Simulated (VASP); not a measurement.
Input of a VASP 6.6.1 run:

INCAR

```
SYSTEM = Ir
ALGO = Normal
EDIFF = 1E-7
EDIFFG = -0.01
ENCUT = 500
GGA_COMPAT = .False.
IBRION = 2
ISIF = 3
ISMEAR = -1
LASPH = .True.
LCHARG = .False.
LREAL = .False.
LWAVE = .False.
NELM = 120
NELMIN = 4
NSW = 60
PREC = Accurate
SIGMA = 0.05
```

File KPOINTS:

```
k-points
0
Gamma
  7 7 7
  0 0 0
```

Contents of POSCAR:

```
Ir
1.0
    0.0000000000      2.7382187225      2.7382187225
    2.7382187225      0.0000000000      2.7382187225
    2.7382187225      2.7382187225      0.0000000000
Ir
2
Direct
    1.0000000000      1.0000000000      1.0000000000
    0.2500000000      0.2500000000      0.2500000000
```

Potentials or basis: VASP PAW LDA potentials, release 64 (Ir).

Run with:

```sh
$ cat potpaw_LDA.64/Ir/POTCAR > POTCAR
$ mpirun -np 1 vasp_std > vasp.out
```

What does it give for the space group after relaxing (to 0.1 Å)?

Fd-3m (No. 227).

Predict the relaxed cell.

a = 3.874 Å, b = 3.874 Å, c = 3.874 Å, α = 60.00°, β = 60.00°, γ = 60.00°.

Predict the relaxed volume.

20.55 Å³/atom.

Final structure:
```xyz
2
Lattice="0.0000 2.7392 2.7392 2.7392 0.0000 2.7392 2.7392 2.7392 0.0000" Properties=species:S:1:pos:R:3 pbc="T T T"
Ir    0.0000    0.0000    0.0000
Ir    1.3696    1.3696    1.3696
```
